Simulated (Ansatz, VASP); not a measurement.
One calculation of Si4N, two programs

The input INCAR:

```
SYSTEM = Si4N
  PREC = Accurate
  ENCUT = 520
  EDIFF = 1E-7
  ISMEAR = 0
  SIGMA = 0.05
  LREAL = .False.
  LASPH = .True.
  NELM = 80
  ALGO = Normal
  ISIF = 2
  LWAVE = .False.
  LCHARG = .False.
  LDIPOL = .True.
  IDIPOL = 3
  DIPOL = 0.5 0.5 0.379
  GGA = PE
  IVDW = 12
  NBANDS = 32
```

The input KPOINTS:

```
Automatic mesh
0
Gamma
  9 9 1
  0 0 0
```

Contents of POSCAR:

```
Si4N
1.0
    3.8155170209      0.0000000000      0.0000000000
   -1.9077585104      3.3043346686      0.0000000000
    0.0000000000      0.0000000000     28.9874813843
Si N
8 2
Direct
    0.6666666667      0.3333333333      0.1379906018
    0.3333333333      0.6666666667      0.1654736894
    0.3333333333      0.6666666667      0.2468813277
    0.6666666667      0.3333333333      0.2743644153
    0.6666666667      0.3333333333      0.3556303104
    0.3333333333      0.6666666667      0.3827070033
    0.3333333333      0.6666666667      0.4657581680
    0.6666666667      0.3333333333      0.4894347735
    1.0000000000      1.0000000000      0.6170760801
    1.0000000000      1.0000000000      0.6550234956
```

Input for Ansatz:

```yaml
crystal:
  lattice:
    - [3.8155170209, 0.0, 0.0]
    - [-1.9077585104, 3.3043346686, 0.0]
    - [0.0, 0.0, 28.9874813843]
  atoms:
    - { symbol: Si, position: [0.6666666667, 0.3333333333, 0.1379906018] }
    - { symbol: Si, position: [0.3333333333, 0.6666666667, 0.1654736894] }
    - { symbol: Si, position: [0.3333333333, 0.6666666667, 0.2468813277] }
    - { symbol: Si, position: [0.6666666667, 0.3333333333, 0.2743644153] }
    - { symbol: Si, position: [0.6666666667, 0.3333333333, 0.3556303104] }
    - { symbol: Si, position: [0.3333333333, 0.6666666667, 0.3827070033] }
    - { symbol: Si, position: [0.3333333333, 0.6666666667, 0.465758168] }
    - { symbol: Si, position: [0.6666666667, 0.3333333333, 0.4894347735] }
    - { symbol: "N", position: [1.0, 1.0, 0.6170760801] }
    - { symbol: "N", position: [1.0, 1.0, 0.6550234956] }
basis:
  ecutwfc: 420
kpoints:
  mp_grid: { grid: [9, 9, 1] }
hamiltonian:
  xc: pbe
  pseudopotentials: { kind: paw, azcp: { folder: soft_1 } }
  dispersion: d3bj
scf:
  occupations: { method: gaussian, width: 0.05 }
output:
  forces: true
  eigenvalues: true
efield:
  axis: 3
  dipole_correction: true
  ramp_width: 0.04
```

Alike in both runs: task single point; functional PBE; dispersion D3(BJ); k mesh 9 × 9 × 1; occupations gaussian, width 0.05 eV; no spin polarisation.

```csv
,VASP,Ansatz
version,VASP 6.6.1,Ansatz 0.2.0
potentials or method,"VASP PAW PBE potentials, release 64 (Si, N), cutoff 520 eV","scalar-relativistic, plane waves, PAW"
valence electrons in the cell,42,42
```

Ansatz gave:

```
gap on the k mesh at the Fermi level (eV) : none
rms of the force components (eV/Å)        : 0.181
```

Problem. What did VASP give for the same quantities?

Solution. gap on the k mesh at the Fermi level (eV): none; rms of the force components (eV/Å): 0.581.

Atom by atom the forces differ by 0.465 eV/Å (rms over components). A gap of «none» marks a metal or a gap that the smearing closes. One of these differences is far larger than is usual between the two programs; its cause wasn't traced.

Noted on VASP's run: the standard files for N, O and F lose accuracy on very short bonds.
